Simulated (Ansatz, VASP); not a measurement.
## One calculation of TaAl4, two programs

```
Ta Al
1.0
     5.05467    0.00000    0.00000
     0.00000    5.05467    0.00000
     0.00000    0.00000    5.05467
Ta Al
1 4
Cartesian
  2.5273 2.5273 2.5273
  0.0000 2.5273 2.5273
  2.5273 0.0000 2.5273
  2.5273 2.5273 0.0000
  0.0000 0.0000 0.0000
```

Alike in both runs: task relaxation of cell and atoms; functional PBE; k mesh 8 × 8 × 8; occupations gaussian, width 0.1 eV; no spin polarisation.

|  | VASP | Ansatz |
| --- | --- | --- |
| version | VASP 6.6.1 | Ansatz 0.2.0 |
| potentials or method | VASP PAW PBE potentials, release 64 (Ta_pv, Al), cutoff 600 eV | scalar-relativistic, plane waves, PAW |
| valence electrons in the cell | 23 | 25 |

|  | VASP | Ansatz | Ansatz less VASP |
| --- | --- | --- | --- |
| gap on the k mesh at the Fermi level, each at its own relaxed structure (eV) | none | none | - |
| relaxed volume (Å³/atom) | 26.14 | 26.15 | +0.013 |
| relaxed length of the cell vector where the two differ most in proportion (Å) | 5.075 | 5.076 | +0.0009 |

A gap of «none» marks a metal or a gap that the smearing closes. VASP's potentials hold 23 valence electrons a cell and Ansatz's 25, so a difference there can come from the potentials and not from the codes.

Spin-orbit coupling is off throughout.
